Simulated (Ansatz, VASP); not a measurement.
# Two plane-wave programs on CoO

```
Co O
1.0
     1.50547    0.86918    2.43993
    -1.50547    0.86918    2.43993
     0.00000   -1.73837    2.43993
Co O
1 1
Direct
  0.00000 0.00000 0.00000
  0.50000 0.50000 0.50000
```

Alike in both runs: task single point; functional PBE; k mesh 12 × 12 × 12; occupations gaussian, width 0.02 eV; collinear spin; Hubbard terms Co d U = 3.32 eV.

|  | VASP | Ansatz |
| --- | --- | --- |
| version | VASP 6.6.1 | Ansatz 0.2.0 |
| potentials or method | VASP PAW PBE potentials, release 64 (Co, O), cutoff 520 eV | scalar-relativistic, plane waves, PAW |
| valence electrons in the cell | 15 | 23 |

VASP gave:

* pressure (GPa): 1.8
* traceless stress, the component that is largest in VASP (GPa): -1.00
* net moment per atom (μB): 1.50
* size of the moment on the site where the two differ most (μB): 2.73

Task: Which values does Ansatz return?

Result: Pressure (GPa): 10.5; traceless stress, the component that is largest in VASP (GPa): 1.12; net moment per atom (μB): 1.50; size of the moment on the site where the two differ most (μB): 2.60.

Site moments also hang on the region over which each program counts them. The programs project onto different local orbitals, so the same U acts differently, and such runs can settle in different states. VASP's potentials hold 15 valence electrons a cell and Ansatz's 23, so a difference there can come from the potentials and not from the codes. Ansatz's warnings: reached outside group, stability check not made.
